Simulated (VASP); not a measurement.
# HfC (R3m) in VASP: a series of runs, part 2 of 2

VASP 6.6.1.

## Step 5: Single point, PBE

Input file INCAR:

```
SYSTEM = HfC
PREC = Accurate ; ENCUT = 520
EDIFF = 1E-6 ; ISMEAR = 0
SIGMA = 0.1 ; LREAL = .FALSE.
LASPH = .TRUE. ; NELM = 60
ALGO = Normal ; ISIF = 2
LWAVE = .FALSE. ; LCHARG = .FALSE.
GGA = PE ; NBANDS = 22
```

Input file KPOINTS:

```
Automatic mesh
0
G
  18 18 18
  0 0 0
```

Input file POSCAR:

```
HfC
1.0
    1.6340154764      0.9433992752      5.6219280760
   -1.6340154764      0.9433992752      5.6219280760
    0.0000000000     -1.8867985503      5.6219280760
Hf C
2 2
Direct
    0.0042808767      0.0042808767      0.0042808767
    0.8302228742      0.8302228742      0.8302228742
    0.5841722112      0.5841722112      0.5841722112
    0.4146573680      0.4146573680      0.4146573680
```

Potentials or basis: VASP PAW PBE potentials, release 64 (Hf_pv, C).

The run is started by

```
$ cat potpaw_PBE.64/Hf_pv/POTCAR potpaw_PBE.64/C/POTCAR > POTCAR
$ mpirun -np 1 vasp_std > vasp.out
```

OUTCAR:

```text
SYSTEM = HfC
   PREC = Accurate
   ENCUT = 520
   EDIFF = 1E-6
   ISMEAR = 0
   LREAL = .FALSE.
   LASPH = .TRUE.
   NELM = 60
   ISIF = 2
   GGA = PE

 ion  position               nearest neighbor table
   1  0.004  0.004  0.004-   4 2.29   4 2.29   4 2.29   3 2.39   3 2.39   3 2.39   2 2.94   2 3.28
                             2 3.28   2 3.28
   2  0.830  0.830  0.830-   4 2.34   4 2.34   4 2.34   3 2.39   3 2.39   3 2.39   1 2.94   1 3.28
                             1 3.28   1 3.28
   3  0.584  0.584  0.584-   1 2.39   1 2.39   1 2.39   2 2.39   2 2.39   2 2.39
   4  0.415  0.415  0.415-   1 2.29   1 2.29   1 2.29   2 2.34   2 2.34   2 2.34

  LATTYP: Found a trigonal (rhomboedric) cell.
 ALAT       =     5.9300998357
 COS(alpha) =     0.8481487690

  Lattice vectors:

 A1 = (   1.6340154764,   0.9433992752,   5.6219280760)
 A2 = (  -1.6340154764,   0.9433992752,   5.6219280760)
 A3 = (   0.0000000000,  -1.8867985503,   5.6219280760)

Analysis of symmetry for initial positions (statically):
=====================================================================
 Subroutine PRICEL returns:
 Original cell was already a primitive cell.

 Routine SETGRP: Setting up the symmetry group for a
 trigonal (rhombohedral) supercell.

 Subroutine GETGRP returns: Found  6 space group operations
 (whereof  6 operations were pure point group operations)
 out of a pool of 12 trial point group operations.

The static configuration has the point symmetry C_3v.

Analysis of symmetry for dynamics (positions and initial velocities):
=====================================================================
 Subroutine PRICEL returns:
 Original cell was already a primitive cell.

 Routine SETGRP: Setting up the symmetry group for a
 trigonal (rhombohedral) supercell.

 Subroutine GETGRP returns: Found  6 space group operations
 (whereof  6 operations were pure point group operations)
 out of a pool of 12 trial point group operations.

[... 117 lines left out ...]
   EMIN   =  10.00;   EMAX   =-10.00  energy-range for DOS
   EFERMI =   0.00;   METHOD = LEGACY
   ISMEAR =     0;   SIGMA  =   0.10  broadening in eV -4-tet -1-fermi 0-gaus
   EFERMI_NEDOS =   21; number of points for ismear=-14 and -15
   IALGO  =     38    algorithm
   IMIX   =      4    mixing-type and parameters
     AMIX     =   0.40;   BMIX     =  1.00
     AMIX_MAG =   1.60;   BMIX_MAG =  1.00
  volume/ion in A,a.u.               =      13.00        87.73
  Fermi-wavevector in a.u.,A,eV,Ry     =   1.331879  2.516886 24.135396  1.773902
  Thomas-Fermi vector in A             =   2.460856
   LORBIT       =      0    0 simple, 1 ext, 2 COOP (PROOUT), +10 PAW based schemes
   GGA     = PE    functional components
   LHFCALC =     F    Hartree Fock is set to
   AEXX    =    0.0000 exact exchange contribution
   IVDW    =     0    specifies the selected vdW correction
   LEPSILON=     F    determine dielectric tensor
   LRPA    =     F    only Hartree local field effects (RPA)
 non-spin polarized calculation
 Gauss-broadening in eV      SIGMA  =   0.10
  energy-cutoff  :      520.00
  volume of cell :       52.00
 maximum number of plane-waves:      1418
 NGX is ok and might be reduce to    48
   NGX = 23   NGY = 23   NGZ = 23

 number of electron      28.0000000 magnetization

 Free energy of the ion-electron system (eV)
  ---------------------------------------------------
  ext. energy  EPLUGINS =         0.00000000
  ---------------------------------------------------
  free energy    TOTEN  =       -40.46500283 eV

  energy without entropy =      -40.46123956  energy(sigma->0) =      -40.46312120

 E-fermi :   5.5903     XC(G=0): -12.0838

 val. band max:        5.5859947554   @ k =  -0.0556   0.1667   0.0556
 cond. band min:       5.6011062584   @ k =   0.1111   0.1111   0.0000
 fundamental gap:      0.0151115030
 Fermi energy:         5.5902524561

 k-point     1 :       0.0000    0.0000    0.0000
  band No.  band energies     occupation
      1     -24.7058      2.00000
      2     -24.2212      2.00000
      3     -24.2212      2.00000
      4     -23.9270      2.00000
      5     -23.9270      2.00000
      6     -23.8798      2.00000
[... 589 lines left out ...]
     21      12.3694      0.00000
     22      12.8102      0.00000

 [... further k-points ...]
[... 5 lines left out ...]
  --------------------------------------------------------------------------------------
  -------------------------------------------------------------------------------------
  Total       -0.2093731     -0.2093731     -0.3058111      0.0000000     -0.0000000      0.0000000
  in kB       -6.4512403     -6.4512403     -9.4227049      0.0000000     -0.0000000      0.0000000
  external PRESSURE =      -7.4417285 kB  Pullay stress =       0.0000000 kB

 VOLUME and BASIS-vectors are now :
 -----------------------------------------------------------------------------
  energy-cutoff  :      520.00
  volume of cell :       52.00
      direct lattice vectors                 reciprocal lattice vectors
     1.634015476  0.943399275  5.621928076     0.305994654  0.176666096  0.059291640
    -1.634015476  0.943399275  5.621928076    -0.305994654  0.176666096  0.059291640
     0.000000000 -1.886798550  5.621928076     0.000000000 -0.353332191  0.059291640

 POSITION                                       TOTAL-FORCE (eV/Angst)
 -----------------------------------------------------------------------------------
      0.00000      0.00000      0.07220         0.000000     -0.000000     -0.017427
      0.00000      0.00000     14.00236         0.000000      0.000000      0.016088
      0.00000      0.00000      9.85252         0.000000     -0.000000     -0.008817
      0.00000      0.00000      6.99352         0.000000      0.000000      0.010157
 -----------------------------------------------------------------------------------
    total drift:                               -0.000000      0.000000     -0.000153

  FREE ENERGIE OF THE ION-ELECTRON SYSTEM (eV)
  ---------------------------------------------------
  free  energy   TOTEN  =       -40.4650028309 eV

  energy  without entropy=      -40.4612395634  energy(sigma->0) =      -40.46312120
```

OSZICAR:

```text
N       E                     dE             d eps       ncg     rms          rms(c)
DAV:   1     0.896897775591E+02    0.89690E+02   -0.14992E+04 25528   0.123E+03
DAV:   2    -0.415804735161E+02   -0.13127E+03   -0.12540E+03 32184   0.288E+02
DAV:   3    -0.472844093799E+02   -0.57039E+01   -0.56610E+01 33242   0.441E+01
DAV:   4    -0.473450143429E+02   -0.60605E-01   -0.60568E-01 31490   0.509E+00
DAV:   5    -0.473458352292E+02   -0.82089E-03   -0.82081E-03 34840   0.521E-01    0.748E+01
DAV:   6    -0.406679201158E+02    0.66779E+01   -0.42226E+01 30104   0.241E+01    0.552E+01
DAV:   7    -0.405831721484E+02    0.84748E-01   -0.36377E+00 30116   0.866E+00    0.270E+01
DAV:   8    -0.404861342816E+02    0.97038E-01   -0.89076E-01 34646   0.475E+00    0.627E+00
DAV:   9    -0.404659539404E+02    0.20180E-01   -0.13457E-01 32694   0.193E+00    0.179E+00
DAV:  10    -0.404655005552E+02    0.45339E-03   -0.17266E-02 31076   0.768E-01    0.577E-01
DAV:  11    -0.404649808933E+02    0.51966E-03   -0.25697E-03 34634   0.274E-01    0.170E-01
DAV:  12    -0.404650079253E+02   -0.27032E-04   -0.31207E-04 31514   0.972E-02    0.580E-02
DAV:  13    -0.404650035307E+02    0.43946E-05   -0.13926E-05 31066   0.248E-02    0.409E-02
DAV:  14    -0.404650028309E+02    0.69979E-06   -0.47109E-06 30880   0.124E-02
   1 F= -.40465003E+02 E0= -.40463121E+02  d E =-.376327E-02
```

Wall time 35 min (1 thread of Intel Xeon Platinum 8259CL at 2.50GHz (Skylake/Cascade Lake), shared host); peak memory 0.77 GiB.

What came out:

```
Free energy            : -40.4650 eV
Pressure               : -0.7 GPa
Largest force          : 0.017 eV/Å
Band gap on the k mesh : zero (bands 14 and 15 overlap by 0.47 eV)
```

Forces on the atoms (eV/Å):
```
Hf   0.000  0.000 -0.017
Hf   0.000  0.000  0.016
C    0.000  0.000 -0.009
C    0.000  0.000  0.010
```

Caveat: spin-orbit coupling is left out, which moves the levels of the heavy elements.

## Step 6: The runs side by side

| task | cell | k mesh | cutoff (eV) | gap on the mesh (eV) | pressure (GPa) | largest force (eV/Å) |
| --- | --- | --- | --- | --- | --- | --- |
| single point | a = 5.923 Å, angles 32.0°, 4 atoms, atomic positions A | 6 × 6 × 6 | 520 | none | -0.6 | 0.04 |
| single point | a = 6.108 Å, angles 30.9°, 4 atoms, atomic positions B | 6 × 6 × 6 | 520 | none | -5.6 | 2.02 |
| relaxation of cell and atoms | relaxed from a = 6.108 Å, angles 30.9°, 4 atoms, atomic positions B | 6 × 6 × 6 | 600 | none | 0.1 | 0.02 |
| single point | a = 5.930 Å, angles 32.0°, 4 atoms, atomic positions A | 18 × 18 × 18 | 520 | none | -0.7 | 0.02 |

Alike in all rows: level PBE; potentials or basis VASP PAW PBE potentials, release 64 (Hf_pv, C); no spin polarisation; smearing gaussian 0.1 eV.

Caveats: some runs use coarse meshes; spin-orbit coupling is left out, which moves the levels of the heavy elements; forces of over 1 eV/Å act on the atoms, so gaps and moduli don't describe the material at rest (at least some runs).

Total energies depend on the potentials used, so only differences within one code and one set of settings carry meaning.
